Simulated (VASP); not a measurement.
Runs of VASP 6.6.1 on CdTe (rocksalt type). The structure is that of space group Fm-3m (No. 225), or close to it. The cells are those of the table. 

| task | cell | k mesh for the DOS | occupations for the DOS | gap on the mesh (eV) | pressure (GPa) |
| --- | --- | --- | --- | --- | --- |
| single point | a = 4.330 Å, angles 60.0°, 2 atoms | - | - | none | (b) |
| single point | a = 3.548 Å, angles 60.0°, 2 atoms | - | - | none | 123.0 |
| single point | a = 4.242 Å, angles 60.0°, 2 atoms | - | - | none | (a) |
| single point | a = 4.150 Å, angles 60.0°, 2 atoms | - | - | none | 8.5 |
| single point | a = 3.732 Å, angles 60.0°, 2 atoms | - | - | none | 63.5 |
| single point | a = 3.881 Å, angles 60.0°, 2 atoms | - | - | none | 35.1 |
| single point | a = 4.020 Å, angles 60.0°, 2 atoms | - | - | none | 18.5 |

Alike in all rows: level PBE; potentials or basis VASP PAW PBE potentials, release 64 (Cd, Te); no spin polarisation; k mesh 11 × 11 × 11; cutoff (eV) 520; smearing fermi-dirac 0.05 eV.

Task: Fill in the values left out.

Result: (a) 3.6; (b) 0.2.

Caveats: spin-orbit coupling is left out, which moves the levels of the heavy elements.

A k mesh can miss the band edges, and the runs leave out spin-orbit coupling on Cd, Te.

A gap of «none» marks levels without a gap at the run's occupations.
